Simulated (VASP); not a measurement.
# Sn13S23 (a cell with a defect) in VASP: single point with PBE

Aim: the single point of Sn13S23 (a cell with a defect) with PBE.

Program: VASP 6.6.1. These are calculated values, not measurements. Logs are shortened: lines on timing, memory, paths and dates and some standing lists are left out, and cuts for length are marked.

**1. The cell of the first run**

The cell holds a defect, 36 atoms: a = 10.073 Å, b = 10.073 Å, c = 10.073 Å, α = 79.10°, β = 79.10°, γ = 79.10°.

**2. Single point, PBE**

Input file INCAR:

```
SYSTEM = Sn13S23
PREC = Accurate
ENCUT = 400
EDIFF = 1E-6
ISMEAR = 0
SIGMA = 0.01
LREAL = Auto
LASPH = .TRUE.
NELM = 120
ALGO = Normal
ISIF = 2
LWAVE = .FALSE.
LCHARG = .FALSE.
GGA = PE
NELECT = 322.0
NBANDS = 184
GGA_COMPAT = .FALSE.
KPAR = 2
NCORE = 2
```

Input file KPOINTS:

```
Automatic mesh
0
Gamma
  2 2 2
  0.5 0.5 0.5
```

Input file POSCAR:

```
Sn13S23
1.0
   -7.4062498280      0.0000000000     -6.8276762004
    3.7031249140      6.4140004978     -6.8276762004
    3.7031249140     -6.4140004978     -6.8276762004
Sn S
13 23
Direct
    0.8366114063      0.3546707566      0.8278432629
    0.5086222245      0.9992398006      0.5042369693
    0.6714737369      0.1747227132      0.1648054363
    0.1533753275      0.1658523185      0.6774242438
    0.6884449472      0.6623739057      0.6689489498
    0.3327865217      0.3382400462      0.3407898059
    0.0006025007      0.0014447330     -0.0018635005
    0.8448481915      0.8196666880      0.3315162406
    0.4992784804      0.5111866554     -0.0146938766
    0.3351806433      0.8322872494      0.8329979080
    0.9958810808      0.5033813068      0.5206708565
    0.1659237599      0.6670135636      0.1673733273
    0.6615994030      0.3278310779      0.4935217504
    0.4362706937      0.1027888001      0.2689590776
    0.5767357332      0.2651688398      0.9454359225
    0.1134078590      0.2435081516      0.4314372600
    0.5988143418      0.7799596221      0.4092271806
    0.2689305092      0.4283769392      0.1011483138
    0.9324153861      0.0787623341      0.7614623302
    0.7619675837      0.9351124351      0.1011106185
    0.4126150308      0.5957402113      0.7642381397
    0.2689340327      0.9355584621      0.5945071970
    0.9293137157      0.5985020331      0.2448685248
    0.0954952735      0.7617648483      0.9277604026
    0.4232186620      0.2437381042      0.5780513870
    0.0736073484      0.9098020022      0.2352710190
    0.2433761606      0.0693926345      0.9063155496
    0.7457448726      0.0895174955      0.4091561589
    0.2384534892      0.5744193732      0.4080389674
    0.9076469203      0.2421170651      0.0705166630
    0.5759547560      0.9049109412      0.7402997662
    0.4030590710      0.7400877634      0.0756527556
    0.1079269837      0.3935889098      0.7540089383
    0.9216135071      0.7747436390      0.5591746161
    0.5770133940      0.4119730516      0.2552396369
    0.7269470299      0.5877086971      0.9403527370
```

Potentials or basis: VASP PAW PBE potentials, release 64 (Sn_d, S).

Run with:

```bash
$ cat potpaw_PBE.64/Sn_d/POTCAR potpaw_PBE.64/S/POTCAR > POTCAR
$ mpirun -np 4 vasp_std > vasp.out
```

OUTCAR:

```text
SYSTEM = Sn13S23
   PREC = Accurate
   ENCUT = 400
   EDIFF = 1E-6
   ISMEAR = 0
   LREAL = Auto
   LASPH = .TRUE.
   NELM = 120
   ISIF = 2
   GGA = PE
   NELECT = 322.0

 ion  position               nearest neighbor table
   1  0.837  0.355  0.828-  30 2.66  36 2.75  33 2.78  15 2.90  19 2.92  11 3.42   5 3.42   4 3.61
                             9 3.66
   2  0.509  0.999  0.504-  17 2.52  31 2.56  22 2.57  14 2.58  25 2.65  28 2.66  10 3.70
   3  0.671  0.175  0.165-  15 2.52  30 2.56  20 2.57  14 2.58  28 2.65  35 2.66   7 3.70
   4  0.153  0.166  0.677-  19 2.49  33 2.49  16 2.54  27 2.59  22 2.60  25 2.91   7 3.55   1 3.61
                            11 3.67  10 3.72
   5  0.688  0.662  0.669-  31 2.66  34 2.75  36 2.78  17 2.89  21 2.92  11 3.42   1 3.42   9 3.62
                             8 3.66
   6  0.333  0.338  0.341-  16 2.52  29 2.56  18 2.57  14 2.58  35 2.64  25 2.66  12 3.70
   7  0.001  0.001  0.998-  19 2.54  26 2.58  20 2.59  24 2.60  30 2.61  27 2.62   4 3.55   3 3.70
                            12 3.72  10 3.72   8 3.72
   8  0.845  0.820  0.332-  23 2.49  34 2.49  17 2.54  26 2.59  20 2.60  28 2.91  12 3.55  11 3.61
                             5 3.66   7 3.72
   9  0.499  0.511  0.985-  21 2.49  36 2.49  15 2.54  32 2.59  18 2.60  35 2.91  10 3.55   5 3.62
                             1 3.66  12 3.72
  10  0.335  0.832  0.833-  21 2.55  27 2.58  22 2.59  24 2.60  32 2.61  31 2.62   9 3.55   2 3.70
                            12 3.72   7 3.72   4 3.72
[... 14 lines left out ...]
  23  0.929  0.599  0.245-   8 2.49  12 2.55  11 2.92
  24  0.095  0.762  0.928-  12 2.60   7 2.60  10 2.60
  25  0.423  0.244  0.578-  13 2.63   2 2.65   6 2.66   4 2.91
  26  0.074  0.910  0.235-   7 2.58   8 2.59  12 2.62
  27  0.243  0.069  0.906-  10 2.58   4 2.59   7 2.62
  28  0.746  0.090  0.409-  13 2.63   3 2.65   2 2.66   8 2.91
  29  0.238  0.574  0.408-   6 2.56  12 2.61  11 2.66
  30  0.908  0.242  0.071-   3 2.56   7 2.61   1 2.66
  31  0.576  0.905  0.740-   2 2.56  10 2.62   5 2.66
  32  0.403  0.740  0.076-  12 2.58   9 2.59  10 2.61
  33  0.108  0.394  0.754-   4 2.49  11 2.75   1 2.78
  34  0.922  0.775  0.559-   8 2.49   5 2.75  11 2.77
  35  0.577  0.412  0.255-  13 2.63   6 2.64   3 2.66   9 2.91
  36  0.727  0.588  0.940-   9 2.49   1 2.75   5 2.78

  LATTYP: Found a trigonal (rhomboedric) cell.
 ALAT       =    10.0732169049
 COS(alpha) =     0.1891293092

  Lattice vectors:

 A1 = (  -7.4062498280,   0.0000000000,  -6.8276762004)
 A2 = (   3.7031249140,   6.4140004978,  -6.8276762004)
 A3 = (   3.7031249140,  -6.4140004978,  -6.8276762004)

Analysis of symmetry for initial positions (statically):
=====================================================================
 Subroutine PRICEL returns:
 Original cell was already a primitive cell.

 Routine SETGRP: Setting up the symmetry group for a
 trigonal (rhombohedral) supercell.

 Subroutine GETGRP returns: Found  1 space group operations
 (whereof  1 operations were pure point group operations)
 out of a pool of 12 trial point group operations.

The static configuration has the point symmetry C_1 .

Analysis of symmetry for dynamics (positions and initial velocities):
=====================================================================
 Subroutine PRICEL returns:
 Original cell was already a primitive cell.

 Routine SETGRP: Setting up the symmetry group for a
 trigonal (rhombohedral) supercell.

 Subroutine GETGRP returns: Found  1 space group operations
 (whereof  1 operations were pure point group operations)
 out of a pool of 12 trial point group operations.

The dynamic configuration has the point symmetry C_1 .

 Subroutine INISYM returns: Found  1 space group operations
 (whereof  1 operations are pure point group operations),
 and found     1 'primitive' translations

----------------------------------------------------------------------------------------

                                     Primitive cell

  volume of cell :     973.0194

  direct lattice vectors                    reciprocal lattice vectors
    -7.406249828  0.000000000 -6.827676200    -0.090014067  0.000000000 -0.048820905
     3.703124914  6.414000498 -6.827676200     0.045007033  0.077954469 -0.048820905
     3.703124914 -6.414000498 -6.827676200     0.045007033 -0.077954469 -0.048820905

  length of vectors
    10.073216905 10.073216905 10.073216905     0.102401235  0.102401235  0.102401235

  position of ions in fractional coordinates (direct lattice)
     0.836611406  0.354670757  0.827843263
     0.508622225  0.999239801  0.504236969
     0.671473737  0.174722713  0.164805436
     0.153375328  0.165852319  0.677424244
     0.688444947  0.662373906  0.668948950
     0.332786522  0.338240046  0.340789806
[... 28 lines left out ...]
     0.577013394  0.411973052  0.255239637
     0.726947030  0.587708697  0.940352737

  ion indices of the primitive-cell ions
   primitive index   ion index
                 1           1
                 2           2
                 3           3
                 4           4
                 5           5
                 6           6
[... 28 lines left out ...]
                35          35
                36          36

----------------------------------------------------------------------------------------

 KPOINTS: Automatic mesh

Automatic generation of k-mesh.
 Grid dimensions read from file:
 generate k-points for:    2    2    2

 Generating k-lattice:

  Cartesian coordinates                     Fractional coordinates (reciprocal lattice)
    -0.045007033  0.000000000 -0.024410453     0.500000000  0.000000000  0.000000000
     0.022503517  0.038977234 -0.024410453     0.000000000  0.500000000 -0.000000000
     0.022503517 -0.038977234 -0.024410453     0.000000000 -0.000000000  0.500000000

  Length of vectors
     0.051200618  0.051200618  0.051200618

  Shift w.r.t. Gamma in fractional coordinates (k-lattice)
     0.500000000  0.500000000  0.500000000

 Subroutine IBZKPT returns following result:
 ===========================================

 Found      4 irreducible k-points:

 Following reciprocal coordinates:
            Coordinates               Weight
  0.250000  0.250000  0.250000      2.000000
 -0.250000  0.250000  0.250000      2.000000
  0.250000 -0.250000  0.250000      2.000000
  0.250000  0.250000 -0.250000      2.000000
   k-points           NKPTS =      4   k-points in BZ     NKDIM =      4   number of bands    NBANDS=    184
   number of dos      NEDOS =    301   number of ions     NIONS =     36
   total plane-waves  NPLWV = 343000
   dimension x,y,z NGX =    70 NGY =   70 NGZ =   70
   dimension x,y,z NGXF=   140 NGYF=  140 NGZF=  140
   ions per type =              13  23
   NGX,Y,Z   is equivalent  to a cutoff of  11.55, 11.55, 11.55 a.u.
   NGXF,Y,Z  is equivalent  to a cutoff of  23.11, 23.11, 23.11 a.u.
 SYSTEM =  Sn13S23
   PREC   = accura    normal or accurate (medium, high low for compatibility)
   ISTART =      0    job   : 0-new  1-cont  2-samecut
   ICHARG =      2    charge: 1-file 2-atom 10-const
   ISPIN  =      1    spin polarized calculation?
   LNONCOLLINEAR =      F non collinear calculations
   LSORBIT =      F    spin-orbit coupling
   LASPH  =      T    aspherical Exc in radial PAW
   ENCUT  =  400.0 eV  29.40 Ry    5.42 a.u.  16.43 16.43 16.43*2*pi/ulx,y,z
   NELM   =    120;   NELMIN=  2; NELMDL= -5     # of ELM steps
   EDIFF  = 0.1E-05   stopping-criterion for ELM
   LREAL  =      T    real-space projection
   EDIFFG = 0.1E-04   stopping-criterion for IOM
   NSW    =      0    number of steps for IOM
   IBRION =     -1    ionic relax: 0-MD 1-quasi-New 2-CG
   NFREE  =      0    steps in history (QN), initial steepest desc. (CG)
   ISIF   =      2    stress and relaxation
   ISYM   =      2    0-nonsym 1-usesym 2-fastsym
   POTIM  = 0.5000    time-step for ionic-motion
   TEBEG  =    0.0;   TEEND  =   0.0 temperature during run
   PSTRESS=    0.0 pullay stress
   NELECT =     322.0000    total number of electrons
   NUPDOWN=      -1.0000    fix difference up-down
   EMIN   =  10.00;   EMAX   =-10.00  energy-range for DOS
   EFERMI =   0.00;   METHOD = LEGACY
   ISMEAR =     0;   SIGMA  =   0.01  broadening in eV -4-tet -1-fermi 0-gaus
   EFERMI_NEDOS =   21; number of points for ismear=-14 and -15
   IALGO  =     38    algorithm
   IMIX   =      4    mixing-type and parameters
     AMIX     =   0.40;   BMIX     =  1.00
     AMIX_MAG =   1.60;   BMIX_MAG =  1.00
  volume/ion in A,a.u.               =      27.03       182.40
  Fermi-wavevector in a.u.,A,eV,Ry     =   1.132365  2.139859 17.446065  1.282250
  Thomas-Fermi vector in A             =   2.269066
   LORBIT       =      0    0 simple, 1 ext, 2 COOP (PROOUT), +10 PAW based schemes
   GGA     = PE    functional components
   LHFCALC =     F    Hartree Fock is set to
   AEXX    =    0.0000 exact exchange contribution
   IVDW    =     0    specifies the selected vdW correction
   LEPSILON=     F    determine dielectric tensor
   LRPA    =     F    only Hartree local field effects (RPA)
 non-spin polarized calculation
 Gauss-broadening in eV      SIGMA  =   0.01
  energy-cutoff  :      400.00
  volume of cell :      973.02
 maximum number of plane-waves:     17695
 NGX is ok and might be reduce to    70
   NGX = 33   NGY = 33   NGZ = 33

 number of electron     322.0000021 magnetization

 Free energy of the ion-electron system (eV)
  ---------------------------------------------------
  ext. energy  EPLUGINS =         0.00000000
  ---------------------------------------------------
  free energy    TOTEN  =      -148.00144035 eV

  energy without entropy =     -148.00144035  energy(sigma->0) =     -148.00144035

 E-fermi :   4.1815     XC(G=0):  -8.7487

 val. band max:        4.0958152375   @ k =   0.2500  -0.2500   0.2500
 cond. band min:       4.5344890247   @ k =   0.2500   0.2500   0.2500
 fundamental gap:      0.4386737873
 Fermi energy:         4.1815496442

 k-point     1 :       0.2500    0.2500    0.2500
  band No.  band energies     occupation
      1     -17.9889      2.00000
      2     -17.9884      2.00000
      3     -17.9859      2.00000
      4     -17.9610      2.00000
      5     -17.9472      2.00000
      6     -17.9464      2.00000
[... 693 lines left out ...]
    172       6.3330      0.00000
    173       6.4279      0.00000
 [bands above 173 left out]

------------------------ aborting loop because EDIFF is reached ----------------------------------------

  FORCE on cell =-STRESS in cart. coord.  units (eV):
  Direction    XX          YY          ZZ          XY          YZ          ZX
  --------------------------------------------------------------------------------------
  -------------------------------------------------------------------------------------
  Total       28.7974718     28.8561387     18.6265897      0.0075203      0.0079585      0.0154953
  in kB       47.4180211     47.5146223     30.6706098      0.0123829      0.0131046      0.0255146
  external PRESSURE =      41.8677511 kB  Pullay stress =       0.0000000 kB

 VOLUME and BASIS-vectors are now :
 -----------------------------------------------------------------------------
  energy-cutoff  :      400.00
  volume of cell :      973.02
      direct lattice vectors                 reciprocal lattice vectors
    -7.406249828  0.000000000 -6.827676200    -0.090014067  0.000000000 -0.048820905
     3.703124914  6.414000498 -6.827676200     0.045007033  0.077954469 -0.048820905
     3.703124914 -6.414000498 -6.827676200     0.045007033 -0.077954469 -0.048820905

 POSITION                                       TOTAL-FORCE (eV/Angst)
 -----------------------------------------------------------------------------------
     -1.81716     -3.03493    -13.78593        -0.002327     -0.009071     -0.001557
      1.80058      3.17495    -13.73796         0.004406      0.001673      0.013642
     -3.71579      0.06361     -6.90279        -0.009041     -0.000307      0.007687
      1.98682     -3.28122     -6.80482         0.010321     -0.008125      0.014372
     -0.16874     -0.04217    -13.79032         0.002684      0.002097     -0.000542
      0.04983     -0.01635     -6.90835         0.004737      0.002885      0.015102
[... 28 lines left out ...]
     -1.80273      1.00529     -8.49517         0.000309     -0.005347     -0.008756
      0.27465     -2.26186    -15.39647        -0.004873     -0.001708      0.002512
 -----------------------------------------------------------------------------------
    total drift:                               -0.002079     -0.000860     -0.000970

  FREE ENERGIE OF THE ION-ELECTRON SYSTEM (eV)
  ---------------------------------------------------
  free  energy   TOTEN  =      -148.0014403496 eV

  energy  without entropy=     -148.0014403496  energy(sigma->0) =     -148.00144035
```

Run time: 4.8 min. Hardware: 4 MPI ranks of Intel Xeon Platinum 8259CL at 2.50GHz (Skylake/Cascade Lake), shared host; peak memory 0.51 GiB.

What came out:

| Item | Value |
| --- | --- |
| Free energy | -148.0014 eV |
| Largest force | 0.022 eV/Å |

Forces on the atoms (eV/Å):
```
Sn  -0.002 -0.009 -0.002
Sn   0.004  0.002  0.014
Sn  -0.009  0.000  0.008
Sn   0.010 -0.008  0.014
Sn   0.003  0.002 -0.001
Sn   0.005  0.003  0.015
Sn  -0.007 -0.007  0.009
Sn  -0.014 -0.005  0.016
Sn   0.011  0.009  0.015
Sn   0.012 -0.003  0.008
Sn  -0.003  0.000  0.002
Sn   0.001  0.012  0.009
Sn  -0.001  0.002 -0.013
S    0.000  0.001 -0.012
S   -0.002  0.004 -0.008
S    0.003  0.000 -0.006
S   -0.005 -0.008 -0.007
S    0.001 -0.003 -0.008
S    0.003  0.012 -0.008
S    0.004  0.002 -0.006
S   -0.005 -0.005 -0.010
S   -0.010  0.004 -0.005
S    0.011 -0.003 -0.009
S   -0.002  0.001 -0.008
S   -0.009  0.000 -0.001
S   -0.003  0.002 -0.003
S   -0.003  0.003  0.001
S    0.010  0.004 -0.005
S    0.001 -0.009 -0.004
S    0.009  0.007 -0.002
S   -0.006  0.000  0.001
S   -0.002 -0.002  0.001
S   -0.002  0.000  0.006
S    0.004 -0.001  0.008
S    0.000 -0.005 -0.009
S   -0.005 -0.002  0.003
```

Levels at points of the mesh, in eV from the Fermi level:
| k point | band 158 | band 159 | band 160 | band 161 | band 162 | band 163 | band 164 | band 165 |
| --- | --- | --- | --- | --- | --- | --- | --- | --- |
| (0.25, 0.25, 0.25) | -1.22 | -0.65 | -0.29 | -0.27 | 0.35 | 0.73 | 0.80 | 1.00 |

Caveat: the cell carries a net charge on a neutralising background, which shifts energy and pressure; the cell is charged against a uniform background, so pressure and absolute levels hang on convention; spin-orbit coupling is left out, which moves the levels of the heavy elements.
